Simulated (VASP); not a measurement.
ZnS: single point with LDA

Crystal: ZnS.

```
Zn S
1.0
     3.81100    0.00000    0.00000
    -1.90550    3.30042    0.00000
     0.00000    0.00000    6.23400
Zn S
2 2
Direct
  0.33333 0.66667 0.00000
  0.66667 0.33333 0.50000
  0.33333 0.66667 0.38500
  0.66667 0.33333 0.88500
```

| Quantity | Value |
| --- | --- |
| Program | VASP 6.6.1 |
| Task | single point |
| Functional | LDA |
| Potentials or basis | VASP PAW LDA potentials, release 64 (Zn, S) |
| Cutoff | 520 eV |
| k mesh | 6 × 6 × 4 |
| Occupations | gaussian, width 0.1 eV |
| Spin | no spin polarisation |
| Dipole correction | no |
| Further INCAR settings | ALGO = Normal; EDIFF = 1e-07; NBANDS = 26 |

```yaml
Pressure: -3.7 GPa
Largest_force: 0.299 eV/Å
Band_gap_on_the_k_mesh: 2.02 eV, direct
```

Forces on the atoms (eV/Å):
```
Zn   0.000  0.000  0.299
Zn   0.000  0.000  0.299
S    0.000  0.000 -0.299
S    0.000  0.000 -0.299
```

Stress tensor (GPa, compression positive):
```
-3.15  0.00  0.00
 0.00 -3.15  0.00
 0.00  0.00 -4.74
```

Levels at points of the mesh, in eV from the valence-band top:
```
           k point  band 16  band 17  band 18  band 19  band 20  band 21
(0.00, 0.00, 0.00)    -0.02    -0.02     0.00     2.02     2.80     6.15
(0.50, 0.00, 0.00)    -2.28    -1.61    -1.00     3.42     4.10     5.00
(0.00, 0.00, 0.50)    -0.47    -0.47    -0.47     3.31     3.31     6.59
(0.50, 0.00, 0.50)    -1.69    -1.56    -1.56     3.41     3.41     4.98
```

Run time: 34 s on 1 thread of Intel Xeon 6975P-C (shared host), peak memory 0.17 GiB.
